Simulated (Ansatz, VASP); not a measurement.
**TaN: VASP beside Ansatz**

The input INCAR:

```
SYSTEM = TaN
ALGO     = Normal         ! electronic algorithm
EDIFF    = 1E-7           ! SCF threshold, eV
ENCUT    = 520            ! plane-wave cutoff, eV
GGA      = PS             ! functional
ISIF     = 2              ! what is computed and relaxed
ISMEAR   = -1             ! smearing method
LASPH    = .True.         ! aspherical terms in the spheres
LCHARG   = .False.        ! write CHGCAR
LREAL    = .False.        ! projectors in reciprocal space
LWAVE    = .False.        ! write WAVECAR
NBANDS   = 24             ! bands
NELM     = 80             ! most SCF steps
PREC     = Accurate       ! precision mode
SIGMA    = 0.01           ! smearing width, eV
```

KPOINTS

```
k-points
0
Gamma
  11 11 6
  0 0 0
```

Contents of POSCAR:

```
TaN
1.0
    3.0480019786      0.0304800198      0.0304800198
   -1.4976045179      2.6244071343      0.0111564616
    0.0491800000      0.0491800000      4.9180000000
Ta N
2 2
Direct
    0.0000000000      0.0000000000      0.0000000000
    0.0000000000      0.0000000000      0.5000000000
    0.3333333333      0.6666666667      0.2500000000
    0.6666666667      0.3333333333      0.7500000000
```

Input for Ansatz:

```yaml
crystal:
  lattice:
    - [3.0480019786, 0.0304800198, 0.0304800198]
    - [-1.4976045179, 2.6244071343, 0.0111564616]
    - [0.04918, 0.04918, 4.918]
  atoms:
    - { symbol: Ta, position: [0.0, 0.0, 0.0] }
    - { symbol: Ta, position: [0.0, 0.0, 0.5] }
    - { symbol: "N", position: [0.3333333333, 0.6666666667, 0.25] }
    - { symbol: "N", position: [0.6666666667, 0.3333333333, 0.75] }
kpoints:
  mp_grid: { grid: [11, 11, 6] }
  band_path:
    path:
      - [0.0, 0.0, 0.0]
      - [0.0, -0.5, 0.0]
      - [0.0, 0.0, 0.5]
      - [0.0, 0.0, 0.0]
      - [-0.5, 0.0, 0.0]
      - [-0.5, 0.5, -0.5]
      - [0.0, 0.0, 0.0]
      - [-0.5, 0.0, -0.5]
      - [-0.5, 0.5, 0.0]
    npoints: 5
scf:
  occupations: { method: fermi_dirac, width: 0.01 }
hamiltonian:
  xc: pbesol
  pseudopotentials: { kind: all_electron, lapw: { basis_error: 0.001 } }
output:
  forces: true
  stress: true
  eigenvalues: true
```

Change from the starting cell: equal xy, yz and zx shear strains of +2 %.

Alike in both runs: task single point; functional PBEsol; k mesh 11 × 11 × 6; occupations fermi-dirac, width 0.01 eV; no spin polarisation.

```csv
,VASP,Ansatz
version,VASP 6.6.1,Ansatz 0.2.0
potentials or method,"VASP PAW PBE potentials, release 64 (Ta_pv, N), cutoff 520 eV","all-electron LAPW, scalar-relativistic"
```

Ansatz gave:

```
pressure (GPa)                                                : 48.3
traceless stress, the component that is largest in VASP (GPa) : 53.85
rms of the force components (eV/Å)                            : 0.133
```

Problem. Estimate VASP's values.

Solution. Pressure (GPa): 50.5; traceless stress, the component that is largest in VASP (GPa): 54.65; rms of the force components (eV/Å): 0.137.

VASP's potentials were made for PBE, not for PBEsol. Atom by atom the forces differ by 0.003 eV/Å (rms over components). Both programs put the cell under a high pressure, so it lies far from rest at this level. Ansatz ran all-electron here, and VASP with PAW potentials.

Spin-orbit coupling is off throughout.
